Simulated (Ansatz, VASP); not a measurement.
**Pd in VASP and in Ansatz**

The input POSCAR:

```
Pd
1.0
    4.6208558455      0.0000000000      0.0000000000
   -2.3104279228      4.0017785495      0.0000000000
    0.0000000000      0.0000000000      2.8327855401
Pd
3
Direct
    0.0000000000      0.0000000000      0.0000000000
    0.3333333333      0.6666666667      0.5000000000
    0.6666666667      0.3333333333      0.5000000000
```

INCAR.step1

```
  PREC = Accurate
  ENCUT = 550
  ISMEAR = 0
  SIGMA = 0.1
  LREAL = F
  LASPH = T
  NELM = 120
  GGA = PE
  ALGO = Normal
  EDIFF = 1E-5
  LWAVE = T
  LCHARG = F
  GGA_COMPAT = F
  IBRION = 2
  ISIF = 3
  EDIFFG = -0.005
  NELMIN = 4
  NSW = 100
```

Contents of INCAR.step2:

```
  PREC = Accurate
  ENCUT = 550
  EDIFF = 1E-7
  ISMEAR = 0
  SIGMA = 0.1
  LREAL = F
  LASPH = T
  NELM = 120
  ALGO = Normal
  ISIF = 3
  LWAVE = F
  LCHARG = F
  METAGGA = R2SCAN
  LMIXTAU = T
  IBRION = 2
  NSW = 90
  EDIFFG = -0.04
  ISTART = 1
  GGA_COMPAT = F
  NELMIN = 4
```

Contents of KPOINTS:

```
Automatic mesh
0
Gamma
  6 6 6
```

Input for Ansatz:

```yaml
crystal:
  lattice:
    - [4.6208558455, 0.0, 0.0]
    - [-2.3104279228, 4.0017785495, 0.0]
    - [0.0, 0.0, 2.8327855401]
  atoms:
    - { symbol: Pd, position: [0.0, 0.0, 0.0] }
    - { symbol: Pd, position: [0.3333333333, 0.6666666667, 0.5] }
    - { symbol: Pd, position: [0.6666666667, 0.3333333333, 0.5] }
basis:
  ecutwfc: 500
kpoints:
  mp_grid: { grid: [6, 6, 6] }
hamiltonian:
  xc: r2scan
scf:
  occupations: { method: gaussian, width: 0.1 }
  lower_state_search: "off"
output:
  forces: true
  stress: true
  eigenvalues: true
relax:
  adjacent_minimum: "off"
  f_tol: 0.04
  max_steps: 70
  cell: { stress_tol: 0.4 }
```

Alike in both runs: task relaxation of cell and atoms; functional r2SCAN; k mesh 6 × 6 × 6; occupations gaussian, width 0.1 eV; no spin polarisation.

|  | VASP | Ansatz |
| --- | --- | --- |
| version | VASP 6.6.1 | Ansatz 0.2.0 |
| potentials or method | VASP PAW PBE potentials, release 64 (Pd), cutoff 550 eV | scalar-relativistic, plane waves, PAW |
| valence electrons in the cell | 30 | 54 |

VASP gave:

```
gap on the k mesh at the Fermi level, each at its own relaxed structure (eV) : none
relaxed volume (Å³/atom)                                                     : 15.31
relaxed cell length with the largest relative difference (Å)                 : 2.670
```

Problem. What did Ansatz give for the same quantities?

Solution. gap on the k mesh at the Fermi level, each at its own relaxed structure (eV): none; relaxed volume (Å³/atom): 15.27; relaxed cell length with the largest relative difference (Å): 2.667.

VASP's potentials were made for PBE, not for r2SCAN. A gap of «none» marks a metal or a gap that the smearing closes. VASP's potentials hold 30 valence electrons a cell and Ansatz's 54, so a difference there can come from the potentials and not from the codes.

The k mesh is coarse, so the values compare programs but aren't converged.
